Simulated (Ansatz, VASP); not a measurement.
One calculation of BaTiO3, two programs

```
Ba Ti O
1.0
     2.82737    1.63238    2.31839
    -2.82737    1.63238    2.31839
     0.00000   -3.26476    2.31839
Ba Ti O
1 1 3
Direct
  0.00000 0.00000 0.00000
  0.48450 0.48450 0.48450
  0.50860 0.01750 0.50860
  0.01750 0.50860 0.50860
  0.50860 0.50860 0.01750
```

Alike in both runs: functional HSE06; k mesh 4 × 4 × 4; no spin polarisation.

|  | VASP | Ansatz |
| --- | --- | --- |
| version | VASP 6.6.1 | Ansatz 0.2.0 |
| potentials or method | VASP PAW PBE potentials, release 64 (Ba_sv, Ti_sv, O) | Ansatz PAW |
| plane-wave cutoff (eV) | 520 | 420 |
| occupations | gaussian, width 0.01 eV | fixed |
| valence electrons in the cell | 40 | 40 |
| task | single point | band structure |

|  | VASP | Ansatz | Ansatz less VASP |
| --- | --- | --- | --- |
| gap on the k mesh at the Fermi level (eV) | 3.83 | 3.89 | +0.054 |
| least direct gap on the mesh (eV) | 4.23 | 4.25 | +0.022 |
| pressure (GPa) | 1.4 | -0.2 | -1.67 |
| traceless stress, the component that is largest in VASP (GPa) | 0.12 | 0.16 | +0.037 |
| rms of the force components (eV/Å) | 0.067 | 0.087 | +0.0207 |

Atom by atom the forces differ by 0.022 eV/Å (rms over components).

Spin-orbit coupling is off throughout.
